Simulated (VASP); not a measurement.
# W in VASP: further runs

Runs on W. Level: PBEsol. Tasks: electric field gradients.

All numbers are computed with VASP 6.6.1; they aren't measurements. Logs are shortened: lines on timing, memory, paths and dates and some standing lists are left out, and cuts for length are marked.

### 1 The cell of the first run

Symmetry: Fm-3m, No. 225, cubic system. Conventional cell: a = 4.140 Å, b = 4.140 Å, c = 4.140 Å, α = 90.00°, β = 90.00°, γ = 90.00°. Within 3.9 Å of W (site symmetry m-3m) lie 12 W at 2.93 Å.

### 2 Electric field gradients, PBEsol (volume scaled by 1.06)

The input, INCAR:

```
SYSTEM = W
ALGO     = Normal         ! electronic algorithm
EDIFF    = 1E-8           ! SCF threshold, eV
ENCUT    = 520            ! plane-wave cutoff, eV
GGA      = PS             ! functional
ISIF     = 2              ! what is computed and relaxed
ISMEAR   = -1             ! smearing method
LASPH    = .True.         ! aspherical terms in the spheres
LCHARG   = .False.        ! write CHGCAR
LEFG     = .True.       
LREAL    = .False.        ! projectors in reciprocal space
LWAVE    = .False.        ! write WAVECAR
NBANDS   = 13             ! bands
NELM     = 60             ! most SCF steps
PREC     = Accurate       ! precision mode
SIGMA    = 0.05           ! smearing width, eV
```

The input, KPOINTS:

```
k-points
0
Gamma
  14 14 14
  0 0 0
```

The input, POSCAR:

```
W
1.0
    0.0000000000      2.0698140295      2.0698140295
    2.0698140295      0.0000000000      2.0698140295
    2.0698140295      2.0698140295      0.0000000000
W
1
Direct
    0.0000000000      0.0000000000      0.0000000000
```

Potentials or basis: VASP PAW PBE potentials, release 64 (W_sv).

On the command line:

```
$ cat potpaw_PBE.64/W_sv/POTCAR > POTCAR
$ mpirun -np 1 vasp_std > vasp.out
```

OUTCAR:

```text
SYSTEM = W
   EDIFF = 1E-8
   ENCUT = 520
   GGA = PS
   ISIF = 2
   ISMEAR = -1
   LASPH = .True.
   LREAL = .False.
   NELM = 60
   PREC = Accurate

 ion  position               nearest neighbor table
   1  0.000  0.000  0.000-

  LATTYP: Found a face centered cubic cell.
 ALAT       =     4.1396280590

  Lattice vectors:

 A1 = (   0.0000000000,   2.0698140295,   2.0698140295)
 A2 = (   2.0698140295,   0.0000000000,   2.0698140295)
 A3 = (   2.0698140295,   2.0698140295,   0.0000000000)

Analysis of symmetry for initial positions (statically):
=====================================================================
 Subroutine PRICEL returns:
 Original cell was already a primitive cell.

 Routine SETGRP: Setting up the symmetry group for a
 face centered cubic supercell.

 Subroutine GETGRP returns: Found 48 space group operations
 (whereof 48 operations were pure point group operations)
 out of a pool of 48 trial point group operations.

The static configuration has the point symmetry O_h .

Analysis of symmetry for dynamics (positions and initial velocities):
=====================================================================
 Subroutine PRICEL returns:
 Original cell was already a primitive cell.

 Routine SETGRP: Setting up the symmetry group for a
 face centered cubic supercell.

 Subroutine GETGRP returns: Found 48 space group operations
 (whereof 48 operations were pure point group operations)
 out of a pool of 48 trial point group operations.

The dynamic configuration has the point symmetry O_h .

 Subroutine INISYM returns: Found 48 space group operations
 (whereof 48 operations are pure point group operations),
 and found     1 'primitive' translations

----------------------------------------------------------------------------------------

                                     Primitive cell

  volume of cell :      17.7347

  direct lattice vectors                    reciprocal lattice vectors
     0.000000000  2.069814029  2.069814029    -0.241567596  0.241567596  0.241567596
     2.069814029  0.000000000  2.069814029     0.241567596 -0.241567596  0.241567596
     2.069814029  2.069814029  0.000000000     0.241567596  0.241567596 -0.241567596

  length of vectors
     2.927159072  2.927159072  2.927159072     0.418407350  0.418407350  0.418407350

  position of ions in fractional coordinates (direct lattice)
     0.000000000  0.000000000  0.000000000

  ion indices of the primitive-cell ions
   primitive index   ion index
                 1           1

----------------------------------------------------------------------------------------

 KPOINTS: k-points

Automatic generation of k-mesh.
 Grid dimensions read from file:
 generate k-points for:   14   14   14

 Generating k-lattice:

  Cartesian coordinates                     Fractional coordinates (reciprocal lattice)
    -0.017254828  0.017254828  0.017254828     0.071428571  0.000000000  0.000000000
     0.017254828 -0.017254828  0.017254828     0.000000000  0.071428571  0.000000000
     0.017254828  0.017254828 -0.017254828     0.000000000  0.000000000  0.071428571

  Length of vectors
     0.029886239  0.029886239  0.029886239

  Shift w.r.t. Gamma in fractional coordinates (k-lattice)
     0.000000000  0.000000000  0.000000000

 Subroutine IBZKPT returns following result:
 ===========================================

 Found    104 irreducible k-points:

 Following reciprocal coordinates:
            Coordinates               Weight
  0.000000  0.000000  0.000000      1.000000
  0.071429  0.000000  0.000000      8.000000
  0.142857  0.000000  0.000000      8.000000
  0.214286  0.000000  0.000000      8.000000
  0.285714  0.000000  0.000000      8.000000
  0.357143  0.000000  0.000000      8.000000
[... 16 lines left out ...]
  0.214286  0.142857  0.000000     24.000000
  0.285714  0.142857  0.000000     24.000000
 [... further k-points ...]
   k-points           NKPTS =    104   k-points in BZ     NKDIM =    104   number of bands    NBANDS=     13
   number of dos      NEDOS =    301   number of ions     NIONS =      1
   total plane-waves  NPLWV =  13824
   dimension x,y,z NGX =    24 NGY =   24 NGZ =   24
   dimension x,y,z NGXF=    48 NGYF=   48 NGZF=   48
   ions per type =               1
   NGX,Y,Z   is equivalent  to a cutoff of  13.63, 13.63, 13.63 a.u.
   NGXF,Y,Z  is equivalent  to a cutoff of  27.26, 27.26, 27.26 a.u.
 SYSTEM =  W
   PREC   = accura    normal or accurate (medium, high low for compatibility)
   ISTART =      0    job   : 0-new  1-cont  2-samecut
   ICHARG =      2    charge: 1-file 2-atom 10-const
   ISPIN  =      1    spin polarized calculation?
   LNONCOLLINEAR =      F non collinear calculations
   LSORBIT =      F    spin-orbit coupling
   LASPH  =      T    aspherical Exc in radial PAW
   ENCUT  =  520.0 eV  38.22 Ry    6.18 a.u.   5.44  5.44  5.44*2*pi/ulx,y,z
   NELM   =     60;   NELMIN=  2; NELMDL= -5     # of ELM steps
   EDIFF  = 0.1E-07   stopping-criterion for ELM
   LREAL  =      F    real-space projection
   EDIFFG = 0.1E-06   stopping-criterion for IOM
   NSW    =      0    number of steps for IOM
   IBRION =     -1    ionic relax: 0-MD 1-quasi-New 2-CG
   NFREE  =      0    steps in history (QN), initial steepest desc. (CG)
   ISIF   =      2    stress and relaxation
   ISYM   =      2    0-nonsym 1-usesym 2-fastsym
   POTIM  = 0.5000    time-step for ionic-motion
   TEBEG  =    0.0;   TEEND  =   0.0 temperature during run
   PSTRESS=    0.0 pullay stress
   NELECT =      14.0000    total number of electrons
   NUPDOWN=      -1.0000    fix difference up-down
   EMIN   =  10.00;   EMAX   =-10.00  energy-range for DOS
   EFERMI =   0.00;   METHOD = LEGACY
   ISMEAR =    -1;   SIGMA  =   0.05  broadening in eV -4-tet -1-fermi 0-gaus
   EFERMI_NEDOS =   21; number of points for ismear=-14 and -15
   IALGO  =     38    algorithm
   IMIX   =      4    mixing-type and parameters
     AMIX     =   0.40;   BMIX     =  1.00
     AMIX_MAG =   1.60;   BMIX_MAG =  1.00
  volume/ion in A,a.u.               =      17.73       119.68
  Fermi-wavevector in a.u.,A,eV,Ry     =   1.513014  2.859181 31.146598  2.289210
  Thomas-Fermi vector in A             =   2.622861
   LORBIT       =      0    0 simple, 1 ext, 2 COOP (PROOUT), +10 PAW based schemes
   GGA     = PS    functional components
   LHFCALC =     F    Hartree Fock is set to
   AEXX    =    0.0000 exact exchange contribution
   IVDW    =     0    specifies the selected vdW correction
   LEPSILON=     F    determine dielectric tensor
   LRPA    =     F    only Hartree local field effects (RPA)
 non-spin polarized calculation
  energy-cutoff  :      520.00
  volume of cell :       17.73
 maximum number of plane-waves:       531
 NGX is ok and might be reduce to    24
   NGX = 11   NGY = 11   NGZ = 11

 number of electron      13.9999998 magnetization

 Free energy of the ion-electron system (eV)
  ---------------------------------------------------
  ext. energy  EPLUGINS =         0.00000000
  ---------------------------------------------------
  free energy    TOTEN  =       -13.16902965 eV

  energy without entropy =      -13.15718796  energy(sigma->0) =      -13.16310881

 E-fermi :   9.2799     XC(G=0): -13.1288

 val. band max:        9.2761965315   @ k =   0.4286   0.0000   0.0000
 cond. band min:       9.2889994733   @ k =  -0.3571   0.4286   0.0714
 fundamental gap:      0.0128029419
 Fermi energy:         9.2799159938

 k-point     1 :       0.0000    0.0000    0.0000
  band No.  band energies     occupation
      1     -64.5042      2.00000
      2     -28.2143      2.00000
      3     -28.2143      2.00000
      4     -28.2143      2.00000
      5       0.6943      2.00000
      6       8.8112      1.99983
      7       8.8112      1.99983
      8       8.8112      1.99983
      9      11.5937      0.00000
     10      11.5937      0.00000
     11      22.0095      0.00000
     12      26.8123      0.00000
     13      26.8123      0.00000
[... 353 lines left out ...]
 k-point    24 :       0.2857    0.1429    0.0000
  band No.  band energies     occupation
      1     -64.4599      2.00000
      2     -28.6608      2.00000
      3     -28.3366      2.00000
      4     -28.3273      2.00000
      5       3.2426      2.00000
      6       7.2420      2.00000
      7       9.0017      1.99236
      8       9.8570      0.00002
      9      11.0868      0.00000
     10      12.5456      0.00000
     11      23.3580      0.00000
     12      26.0925      0.00000
     13      28.0267      0.00000

 [... further k-points ...]

------------------------ aborting loop because EDIFF is reached ----------------------------------------

  FORCE on cell =-STRESS in cart. coord.  units (eV):
  Direction    XX          YY          ZZ          XY          YZ          ZX
  --------------------------------------------------------------------------------------
  -------------------------------------------------------------------------------------
  Total       -2.7816924     -2.7816924     -2.7816924     -0.0000000      0.0000000     -0.0000000
  in kB     -251.3018690   -251.3018690   -251.3018690     -0.0000000      0.0000000     -0.0000000
  external PRESSURE =    -251.3018690 kB  Pullay stress =       0.0000000 kB

 VOLUME and BASIS-vectors are now :
 -----------------------------------------------------------------------------
  energy-cutoff  :      520.00
  volume of cell :       17.73
      direct lattice vectors                 reciprocal lattice vectors
     0.000000000  2.069814029  2.069814029    -0.241567596  0.241567596  0.241567596
     2.069814029  0.000000000  2.069814029     0.241567596 -0.241567596  0.241567596
     2.069814029  2.069814029  0.000000000     0.241567596  0.241567596 -0.241567596

 POSITION                                       TOTAL-FORCE (eV/Angst)
 -----------------------------------------------------------------------------------
      0.00000      0.00000      0.00000         0.000000      0.000000     -0.000000
 -----------------------------------------------------------------------------------
    total drift:                                0.000000      0.000000      0.000000

  FREE ENERGIE OF THE ION-ELECTRON SYSTEM (eV)
  ---------------------------------------------------
  free  energy   TOTEN  =       -13.1690296524 eV

  energy  without entropy=      -13.1571879587  energy(sigma->0) =      -13.16310881

 Electric field gradients (V/A^2)
---------------------------------------------------------------------
 ion       V_xx      V_yy      V_zz      V_xy      V_xz      V_yz
---------------------------------------------------------------------
   1       0.000    -0.000     0.000    -0.000    -0.000    -0.000
---------------------------------------------------------------------

 Electric field gradients after diagonalization (V/A^2)
 (convention: |V_zz| > |V_xx| > |V_yy|)
----------------------------------------------------------------------
 ion       V_xx      V_yy      V_zz     asymmetry (V_yy - V_xx)/ V_zz
----------------------------------------------------------------------
   1       0.000     0.000    -0.001       0.000
----------------------------------------------------------------------

           NMR quadrupolar parameters

 Cq : quadrupolar parameter    Cq=e*Q*V_zz/h
 eta: asymmetry parameters     (V_yy - V_xx)/ V_zz
 Q  : nuclear electric quadrupole moment in mb (millibarn)
----------------------------------------------------------------------
 ion       Cq(MHz)       eta       Q (mb)
----------------------------------------------------------------------
   1      -0.000       0.000       1.000
----------------------------------------------------------------------
```

It took 13 s on 1 thread of Intel Xeon Platinum 8488C (Sapphire Rapids), shared host; peak memory 0.15 GiB.

What came out:

```yaml
Free_energy: -13.1690 eV
Pressure: -25.1 GPa
Band_gap_on_the_k_mesh: zero (band 7 reaches 11.97 eV, above the bottom of band 8 at 8.81 eV)
```

Levels at points of the mesh, in eV from the Fermi level:
```
           k point  band 4  band 5  band 6  band 7  band 8  band 9  band 10  band 11
(0.00, 0.00, 0.00)  -37.49   -8.59   -0.47   -0.47   -0.47    2.31     2.31    12.73
(0.50, 0.00, 0.00)  -37.61   -5.19   -0.66   -0.66    0.46    4.53     4.53     9.17
(0.50, 0.50, 0.00)  -37.82   -4.97   -4.05    2.69    4.48    5.18     5.18    11.10
```

Caveat: without QUAD_EFG the Cq values of the log hold for a quadrupole moment of 1 mb, not for the nuclei; the PAW data sets were made with another functional, which shifts forces and pressure a little; spin-orbit coupling is left out, which moves the levels of the heavy elements.

### 3 Electric field gradients, PBEsol (volume scaled by 1.06)

The input, INCAR:

```
  PREC = Accurate
  ENCUT = 520
  EDIFF = 1E-8
  ISMEAR = -1
  SIGMA = 0.05
  LREAL = False
  LASPH = True
  NELM = 60
  ALGO = Normal
  ISIF = 2
  LWAVE = False
  LCHARG = False
  GGA = PS
  LEFG = True
  NBANDS = 13
```

The input, KPOINTS:

```
Automatic mesh
0
Gamma
  14 14 14
```

POSCAR is that of step 2.

Potentials or basis: VASP PAW PBE potentials, release 64 (W_sv).

On the command line:

```
$ cat potpaw_PBE.64/W_sv/POTCAR > POTCAR
$ mpirun -np 1 vasp_std > vasp.out
```

OUTCAR:

```text
PREC = Accurate
   ENCUT = 520
   EDIFF = 1E-8
   ISMEAR = -1
   LREAL = False
   LASPH = True
   NELM = 60
   ISIF = 2
   GGA = PS

 ion  position               nearest neighbor table
   1  0.000  0.000  0.000-

  LATTYP: Found a face centered cubic cell.
 ALAT       =     4.1396280590

  Lattice vectors:

 A1 = (   0.0000000000,   2.0698140295,   2.0698140295)
 A2 = (   2.0698140295,   0.0000000000,   2.0698140295)
 A3 = (   2.0698140295,   2.0698140295,   0.0000000000)

Analysis of symmetry for initial positions (statically):
=====================================================================
 Subroutine PRICEL returns:
 Original cell was already a primitive cell.

 Routine SETGRP: Setting up the symmetry group for a
 face centered cubic supercell.
[... 565 lines left out ...]
  in kB     -251.3018690   -251.3018690   -251.3018690     -0.0000000      0.0000000     -0.0000000
  external PRESSURE =    -251.3018690 kB  Pullay stress =       0.0000000 kB

 VOLUME and BASIS-vectors are now :
 -----------------------------------------------------------------------------
  energy-cutoff  :      520.00
  volume of cell :       17.73
      direct lattice vectors                 reciprocal lattice vectors
     0.000000000  2.069814029  2.069814029    -0.241567596  0.241567596  0.241567596
     2.069814029  0.000000000  2.069814029     0.241567596 -0.241567596  0.241567596
     2.069814029  2.069814029  0.000000000     0.241567596  0.241567596 -0.241567596

 POSITION                                       TOTAL-FORCE (eV/Angst)
 -----------------------------------------------------------------------------------
      0.00000      0.00000      0.00000         0.000000      0.000000     -0.000000
 -----------------------------------------------------------------------------------
    total drift:                                0.000000      0.000000      0.000000

  FREE ENERGIE OF THE ION-ELECTRON SYSTEM (eV)
  ---------------------------------------------------
  free  energy   TOTEN  =       -13.1690296524 eV

  energy  without entropy=      -13.1571879587  energy(sigma->0) =      -13.16310881

 Electric field gradients (V/A^2)
---------------------------------------------------------------------
 ion       V_xx      V_yy      V_zz      V_xy      V_xz      V_yz
---------------------------------------------------------------------
   1       0.000    -0.000     0.000    -0.000    -0.000    -0.000
---------------------------------------------------------------------

 Electric field gradients after diagonalization (V/A^2)
 (convention: |V_zz| > |V_xx| > |V_yy|)
----------------------------------------------------------------------
 ion       V_xx      V_yy      V_zz     asymmetry (V_yy - V_xx)/ V_zz
----------------------------------------------------------------------
   1       0.000     0.000    -0.001       0.000
----------------------------------------------------------------------

           NMR quadrupolar parameters

 Cq : quadrupolar parameter    Cq=e*Q*V_zz/h
 eta: asymmetry parameters     (V_yy - V_xx)/ V_zz
 Q  : nuclear electric quadrupole moment in mb (millibarn)
----------------------------------------------------------------------
 ion       Cq(MHz)       eta       Q (mb)
----------------------------------------------------------------------
   1      -0.000       0.000       1.000
----------------------------------------------------------------------
```

Wall time 12 s (1 thread of Intel Xeon Platinum 8488C (Sapphire Rapids), shared host); peak memory 0.15 GiB.

Results:

```yaml
Free_energy: -13.1690 eV
Pressure: -25.1 GPa
Band_gap_on_the_k_mesh: zero (band 7 reaches 11.97 eV, above the bottom of band 8 at 8.81 eV)
```

Caveat: without QUAD_EFG the Cq values of the log hold for a quadrupole moment of 1 mb, not for the nuclei; the PAW data sets were made with another functional, which shifts forces and pressure a little; spin-orbit coupling is left out, which moves the levels of the heavy elements.

(Part 1 of 2 ends here.)
